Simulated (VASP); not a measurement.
# LiF (Pm-3m) in VASP: single point with PBEsol

Aim: the single point of LiF with PBEsol.

Program: VASP 6.6.1. These are calculated values, not measurements. Logs are shortened: lines on timing, memory, paths and dates and some standing lists are left out, and cuts for length are marked.

## (1) The cell of the first run

The structure is cubic, space group Pm-3m (No. 221). The conventional cell has a = 2.560 Å, b = 2.560 Å, c = 2.560 Å, α = 90.00°, β = 90.00°, γ = 90.00°. Within 2.9 Å of Li (site symmetry m-3m) lie 8 F at 2.22 Å and 6 Li at 2.56 Å. F (site symmetry m-3m) has 8 Li at 2.22 Å and 6 F at 2.56 Å within 2.9 Å.

## (2) Single point, PBEsol

File INCAR:

```
SYSTEM = LiF
PREC = Accurate
ENCUT = 750
EDIFF = 1E-6
ISMEAR = 0
SIGMA = 0.01
LREAL = .FALSE.
LASPH = .TRUE.
NELM = 120
ALGO = Normal
ISIF = 2
LWAVE = .FALSE.
LCHARG = .TRUE.
GGA = PS
LELF = .TRUE.
LVHAR = .TRUE.
NBANDS = 54
GGA_COMPAT = .FALSE.
```

File KPOINTS:

```
Automatic mesh
0
G
  3 3 3
  0 0 0
```

File POSCAR:

```
LiF
1.0
    5.1190660000      0.0000000000      0.0000000000
    0.0000000000      5.1190660000      0.0000000000
    0.0000000000      0.0000000000      5.1190660000
Li F
8 8
Direct
    0.0000000000      0.0000000000      0.0000000000
    0.0000000000      0.0000000000      0.5000000000
    0.0000000000      0.5000000000      0.0000000000
    0.0000000000      0.5000000000      0.5000000000
    0.5000000000      0.0000000000      0.0000000000
    0.5000000000      0.0000000000      0.5000000000
    0.5000000000      0.5000000000      0.0000000000
    0.5000000000      0.5000000000      0.5000000000
    0.2500000000      0.2500000000      0.2500000000
    0.2500000000      0.2500000000      0.7500000000
    0.2500000000      0.7500000000      0.2500000000
    0.2500000000      0.7500000000      0.7500000000
    0.7500000000      0.2500000000      0.2500000000
    0.7500000000      0.2500000000      0.7500000000
    0.7500000000      0.7500000000      0.2500000000
    0.7500000000      0.7500000000      0.7500000000
```

Potentials or basis: VASP PAW PBE potentials, release 64 (Li_sv, F).

Run with:

```bash
$ cat potpaw_PBE.64/Li_sv/POTCAR potpaw_PBE.64/F/POTCAR > POTCAR
$ mpirun -np 1 vasp_std > vasp.out
```

OUTCAR:

```text
SYSTEM = LiF
   PREC = Accurate
   ENCUT = 750
   EDIFF = 1E-6
   ISMEAR = 0
   LREAL = .FALSE.
   LASPH = .TRUE.
   NELM = 120
   ISIF = 2
   GGA = PS

 ion  position               nearest neighbor table
   1  0.000  0.000  0.000-   9 2.22  10 2.22  11 2.22  12 2.22  13 2.22  14 2.22  15 2.22  16 2.22
                             5 2.56   2 2.56   3 2.56   2 2.56   3 2.56   5 2.56
   2  0.000  0.000  0.500-   9 2.22  10 2.22  11 2.22  12 2.22  13 2.22  14 2.22  15 2.22  16 2.22
                             6 2.56   1 2.56   4 2.56   1 2.56   4 2.56   6 2.56
   3  0.000  0.500  0.000-   9 2.22  10 2.22  11 2.22  12 2.22  13 2.22  14 2.22  15 2.22  16 2.22
                             7 2.56   1 2.56   4 2.56   4 2.56   1 2.56   7 2.56
   4  0.000  0.500  0.500-   9 2.22  10 2.22  11 2.22  12 2.22  13 2.22  14 2.22  15 2.22  16 2.22
                             8 2.56   2 2.56   3 2.56   3 2.56   2 2.56   8 2.56
   5  0.500  0.000  0.000-   9 2.22  10 2.22  11 2.22  12 2.22  13 2.22  14 2.22  15 2.22  16 2.22
                             7 2.56   1 2.56   6 2.56   6 2.56   7 2.56   1 2.56
   6  0.500  0.000  0.500-   9 2.22  10 2.22  11 2.22  12 2.22  13 2.22  14 2.22  15 2.22  16 2.22
                             8 2.56   2 2.56   5 2.56   5 2.56   8 2.56   2 2.56
   7  0.500  0.500  0.000-   9 2.22  10 2.22  11 2.22  12 2.22  13 2.22  14 2.22  15 2.22  16 2.22
                             8 2.56   3 2.56   5 2.56   8 2.56   5 2.56   3 2.56
   8  0.500  0.500  0.500-   9 2.22  10 2.22  11 2.22  12 2.22  13 2.22  14 2.22  15 2.22  16 2.22
                             7 2.56   4 2.56   6 2.56   7 2.56   6 2.56   4 2.56
   9  0.250  0.250  0.250-   1 2.22   2 2.22   3 2.22   4 2.22   5 2.22   6 2.22   7 2.22   8 2.22

  10  0.250  0.250  0.750-   1 2.22   2 2.22   3 2.22   4 2.22   5 2.22   6 2.22   7 2.22   8 2.22

  11  0.250  0.750  0.250-   1 2.22   2 2.22   3 2.22   4 2.22   5 2.22   6 2.22   7 2.22   8 2.22

  12  0.250  0.750  0.750-   1 2.22   2 2.22   3 2.22   4 2.22   5 2.22   6 2.22   7 2.22   8 2.22

  13  0.750  0.250  0.250-   1 2.22   2 2.22   3 2.22   4 2.22   5 2.22   6 2.22   7 2.22   8 2.22

  14  0.750  0.250  0.750-   1 2.22   2 2.22   3 2.22   4 2.22   5 2.22   6 2.22   7 2.22   8 2.22

  15  0.750  0.750  0.250-   1 2.22   2 2.22   3 2.22   4 2.22   5 2.22   6 2.22   7 2.22   8 2.22

  16  0.750  0.750  0.750-   1 2.22   2 2.22   3 2.22   4 2.22   5 2.22   6 2.22   7 2.22   8 2.22

  LATTYP: Found a simple cubic cell.
 ALAT       =     5.1190660000

  Lattice vectors:

 A1 = (   5.1190660000,   0.0000000000,   0.0000000000)
 A2 = (   0.0000000000,   5.1190660000,   0.0000000000)
 A3 = (   0.0000000000,   0.0000000000,   5.1190660000)

Analysis of symmetry for initial positions (statically):
=====================================================================
 Subroutine PRICEL returns following result:

  LATTYP: Found a simple cubic cell.
 ALAT       =     2.5595330000

  Lattice vectors:

 A1 = (   2.5595330000,   0.0000000000,   0.0000000000)
 A2 = (   0.0000000000,   2.5595330000,   0.0000000000)
 A3 = (   0.0000000000,   0.0000000000,   2.5595330000)

   8 primitive cells build up your supercell.

 Routine SETGRP: Setting up the symmetry group for a
 simple cubic supercell.

 Subroutine GETGRP returns: Found 48 space group operations
 (whereof 48 operations were pure point group operations)
 out of a pool of 48 trial point group operations.

The static configuration has the point symmetry O_h .

Analysis of symmetry for dynamics (positions and initial velocities):
=====================================================================
 Subroutine PRICEL returns following result:

  LATTYP: Found a simple cubic cell.
 ALAT       =     2.5595330000

  Lattice vectors:

 A1 = (   2.5595330000,   0.0000000000,   0.0000000000)
 A2 = (   0.0000000000,   2.5595330000,   0.0000000000)
 A3 = (   0.0000000000,   0.0000000000,   2.5595330000)

   8 primitive cells build up your supercell.

 Routine SETGRP: Setting up the symmetry group for a
 simple cubic supercell.

 Subroutine GETGRP returns: Found 48 space group operations
 (whereof 48 operations were pure point group operations)
 out of a pool of 48 trial point group operations.

The dynamic configuration has the point symmetry O_h .

 Subroutine INISYM returns: Found 48 space group operations
 (whereof 48 operations are pure point group operations),
 and found     8 'primitive' translations

----------------------------------------------------------------------------------------

                                     Primitive cell

  volume of cell :      16.7680

  direct lattice vectors                    reciprocal lattice vectors
     2.559533000  0.000000000  0.000000000     0.390696272  0.000000000  0.000000000
     0.000000000  2.559533000  0.000000000     0.000000000  0.390696272  0.000000000
     0.000000000  0.000000000  2.559533000     0.000000000  0.000000000  0.390696272

  length of vectors
     2.559533000  2.559533000  2.559533000     0.390696272  0.390696272  0.390696272

  position of ions in fractional coordinates (direct lattice)
     0.000000000  0.000000000  0.000000000
     0.500000000  0.500000000  0.500000000

  ion indices of the primitive-cell ions
   primitive index   ion index
                 1           1
                 2           9

----------------------------------------------------------------------------------------

 KPOINTS: Automatic mesh

Automatic generation of k-mesh.
 Grid dimensions read from file:
 generate k-points for:    3    3    3

 Generating k-lattice:

  Cartesian coordinates                     Fractional coordinates (reciprocal lattice)
     0.065116045  0.000000000  0.000000000     0.333333333  0.000000000  0.000000000
     0.000000000  0.065116045  0.000000000     0.000000000  0.333333333  0.000000000
     0.000000000  0.000000000  0.065116045     0.000000000  0.000000000  0.333333333

  Length of vectors
     0.065116045  0.065116045  0.065116045

  Shift w.r.t. Gamma in fractional coordinates (k-lattice)
     0.000000000  0.000000000  0.000000000

 Subroutine IBZKPT returns following result:
 ===========================================

 Found      4 irreducible k-points:

 Following reciprocal coordinates:
            Coordinates               Weight
  0.000000  0.000000  0.000000      1.000000
  0.333333  0.000000  0.000000      6.000000
  0.333333  0.333333  0.000000     12.000000
  0.333333  0.333333  0.333333      8.000000
   k-points           NKPTS =      4   k-points in BZ     NKDIM =      4   number of bands    NBANDS=     54
   number of dos      NEDOS =    301   number of ions     NIONS =     16
   total plane-waves  NPLWV = 110592
   dimension x,y,z NGX =    48 NGY =   48 NGZ =   48
   dimension x,y,z NGXF=    96 NGYF=   96 NGZF=   96
   ions per type =               8   8
   NGX,Y,Z   is equivalent  to a cutoff of  15.59, 15.59, 15.59 a.u.
   NGXF,Y,Z  is equivalent  to a cutoff of  31.18, 31.18, 31.18 a.u.
 SYSTEM =  LiF
   PREC   = accura    normal or accurate (medium, high low for compatibility)
   ISTART =      0    job   : 0-new  1-cont  2-samecut
   ICHARG =      2    charge: 1-file 2-atom 10-const
   ISPIN  =      1    spin polarized calculation?
   LNONCOLLINEAR =      F non collinear calculations
   LSORBIT =      F    spin-orbit coupling
   LASPH  =      T    aspherical Exc in radial PAW
   ENCUT  =  750.0 eV  55.12 Ry    7.42 a.u.  11.43 11.43 11.43*2*pi/ulx,y,z
   NELM   =    120;   NELMIN=  2; NELMDL= -5     # of ELM steps
   EDIFF  = 0.1E-05   stopping-criterion for ELM
   LREAL  =      F    real-space projection
   EDIFFG = 0.1E-04   stopping-criterion for IOM
   NSW    =      0    number of steps for IOM
[... 5 lines left out ...]
   TEBEG  =    0.0;   TEEND  =   0.0 temperature during run
   PSTRESS=    0.0 pullay stress
   NELECT =      80.0000    total number of electrons
   NUPDOWN=      -1.0000    fix difference up-down
   EMIN   =  10.00;   EMAX   =-10.00  energy-range for DOS
   EFERMI =   0.00;   METHOD = LEGACY
   ISMEAR =     0;   SIGMA  =   0.01  broadening in eV -4-tet -1-fermi 0-gaus
   EFERMI_NEDOS =   21; number of points for ismear=-14 and -15
   IALGO  =     38    algorithm
   IMIX   =      4    mixing-type and parameters
     AMIX     =   0.40;   BMIX     =  1.00
     AMIX_MAG =   1.60;   BMIX_MAG =  1.00
  volume/ion in A,a.u.               =       8.38        56.58
  Fermi-wavevector in a.u.,A,eV,Ry     =   1.377994  2.604032 25.835673  1.898868
  Thomas-Fermi vector in A             =   2.503097
   LORBIT       =      0    0 simple, 1 ext, 2 COOP (PROOUT), +10 PAW based schemes
   GGA     = PS    functional components
   LHFCALC =     F    Hartree Fock is set to
   AEXX    =    0.0000 exact exchange contribution
   IVDW    =     0    specifies the selected vdW correction
   LEPSILON=     F    determine dielectric tensor
   LRPA    =     F    only Hartree local field effects (RPA)
 non-spin polarized calculation
 Gauss-broadening in eV      SIGMA  =   0.01
  energy-cutoff  :      750.00
  volume of cell :      134.14
 maximum number of plane-waves:      6287
 NGX is ok and might be reduce to    48
   NGX = 23   NGY = 23   NGZ = 23

 number of electron      80.0000052 magnetization

 Free energy of the ion-electron system (eV)
  ---------------------------------------------------
  ext. energy  EPLUGINS =         0.00000000
  ---------------------------------------------------
  free energy    TOTEN  =       -74.25220485 eV

  energy without entropy =      -74.25220485  energy(sigma->0) =      -74.25220485

 E-fermi :   0.0495     XC(G=0): -10.1346

 val. band max:       -0.0230925292   @ k =   0.0000   0.0000   0.0000
 cond. band min:       7.3464414170   @ k =   0.0000   0.0000   0.0000
 fundamental gap:      7.3695339462
 Fermi energy:         0.0495495675

 k-point     1 :       0.0000    0.0000    0.0000
  band No.  band energies     occupation
      1     -42.1247      2.00000
      2     -42.0747      2.00000
      3     -42.0747      2.00000
      4     -42.0747      2.00000
      5     -42.0329      2.00000
      6     -42.0329      2.00000
[... 44 lines left out ...]
     51      13.4954      0.00000
     52      13.4954      0.00000
[... 163 lines left out ...]
     51      13.6146      0.00000
     52      13.6147      0.00000
 [bands above 52 left out]

------------------------ aborting loop because EDIFF is reached ----------------------------------------

  FORCE on cell =-STRESS in cart. coord.  units (eV):
  Direction    XX          YY          ZZ          XY          YZ          ZX
  --------------------------------------------------------------------------------------
  -------------------------------------------------------------------------------------
  Total       -2.8242269     -2.8242269     -2.8242269     -0.0000000      0.0000000      0.0000000
  in kB      -33.7316807    -33.7316807    -33.7316807     -0.0000000      0.0000000      0.0000000
  external PRESSURE =     -33.7316807 kB  Pullay stress =       0.0000000 kB

 VOLUME and BASIS-vectors are now :
 -----------------------------------------------------------------------------
  energy-cutoff  :      750.00
  volume of cell :      134.14
      direct lattice vectors                 reciprocal lattice vectors
     5.119066000  0.000000000  0.000000000     0.195348136  0.000000000  0.000000000
     0.000000000  5.119066000  0.000000000     0.000000000  0.195348136  0.000000000
     0.000000000  0.000000000  5.119066000     0.000000000  0.000000000  0.195348136

 POSITION                                       TOTAL-FORCE (eV/Angst)
 -----------------------------------------------------------------------------------
      0.00000      0.00000      0.00000        -0.000000      0.000000     -0.000000
      0.00000      0.00000      2.55953        -0.000000      0.000000      0.000000
      0.00000      2.55953      0.00000         0.000000     -0.000000      0.000000
      0.00000      2.55953      2.55953         0.000000     -0.000000      0.000000
      2.55953      0.00000      0.00000         0.000000     -0.000000      0.000000
      2.55953      0.00000      2.55953         0.000000     -0.000000      0.000000
[... 8 lines left out ...]
      3.83930      3.83930      1.27977        -0.000000     -0.000000      0.000000
      3.83930      3.83930      3.83930         0.000000     -0.000000     -0.000000
 -----------------------------------------------------------------------------------
    total drift:                                0.000000     -0.000000     -0.000000

  FREE ENERGIE OF THE ION-ELECTRON SYSTEM (eV)
  ---------------------------------------------------
  free  energy   TOTEN  =       -74.2522048461 eV

  energy  without entropy=      -74.2522048461  energy(sigma->0) =      -74.25220485
```

Run time: 77 s. Hardware: 1 thread of Intel Xeon 8259CL, shared host; peak memory 0.33 GiB.

What came out:

| Property | Result |
| --- | --- |
| Free energy | -74.2522 eV |
| Pressure | -3.4 GPa |
| Band gap on the k mesh | 7.37 eV |

Caveat: the cell stands under tension; the PAW data sets were made with another functional, which shifts forces and pressure a little.
